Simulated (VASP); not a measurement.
Set up this calculation in VASP 6.6.1, as the native input.

```
Task                   : relaxation of cell and atoms
Functional             : PBE
Potentials or basis    : VASP PAW PBE potentials, release 64 (Lu, B, W_sv)
Cutoff                 : 600 eV
k mesh                 : 4 × 4 × 4
Occupations            : gaussian, width 0.1 eV
Spin                   : no spin polarisation
Dipole correction      : no
Further INCAR settings : ALGO = Normal; EDIFF = 1e-06; IBRION = 2; EDIFFG = -0.04; NSW = 90; ISIF = 3
```

The structure of LuBW3 lies in POSCAR:

```
LuBW3
1.0
    3.9956220000      0.0000000000      0.0000000000
    0.0000000000      3.9956220000      0.0000000000
    0.0000000000      0.0000000000      5.0510024800
Lu B W
1 1 3
Direct
    0.0000000000      0.0000000000      0.9838940500
    0.5000000000      0.5000000000      0.6872155100
    0.0000000000      0.5000000000      0.5006765100
    0.5000000000      0.5000000000      0.1001364400
    0.5000000000      0.0000000000      0.5006765100
```

The cell was built from a structure type or drawn by symmetry, and may not be a known phase.

One way to write it, as run:

INCAR

```
SYSTEM = LuBW3
  PREC = Accurate
  ENCUT = 600
  EDIFF = 1E-6
  ISMEAR = 0
  SIGMA = 0.1
  LREAL = .FALSE.
  LASPH = .TRUE.
  NELM = 80
  ALGO = Normal
  ISIF = 3
  LWAVE = .FALSE.
  LCHARG = .FALSE.
  GGA = PE
  IBRION = 2
  NSW = 90
  EDIFFG = -0.04
```

KPOINTS

```
Automatic mesh
0
G
  4 4 4
  0 0 0
```

Potentials or basis: VASP PAW PBE potentials, release 64 (Lu, B, W_sv).

The run is started by

```sh
$ cat potpaw_PBE.64/Lu/POTCAR potpaw_PBE.64/B/POTCAR potpaw_PBE.64/W_sv/POTCAR > POTCAR
$ mpirun -np 1 vasp_std > vasp.out
```

It gave:

* Relaxed volume: 16.34 Å³/atom
* Relaxed cell: a = 4.339 Å, b = 4.339 Å, c = 4.340 Å, α = 90.00°, β = 90.00°, γ = 90.00°
* Space group after relaxing (to 0.1 Å): P4mm (No. 99)
* Energy gained by relaxing: 214.2 meV/atom
* Ionic steps: 32
* Pressure after relaxing: 0.1 GPa
* Largest force after relaxing: 0.032 eV/Å
* Band gap on the k mesh: zero (bands 35 and 36 overlap by 1.06 eV)

Caveat: the k points lie up to 0.36 Å⁻¹ apart in the final cell, too coarse for converged energies and pressures of a metal; spin-orbit coupling is left out, which moves the levels of the heavy elements.

It took 12 min on 1 thread of Intel(R) Xeon(R) 6975P-C (Granite Rapids), on a shared host, peak memory 0.25 GiB.
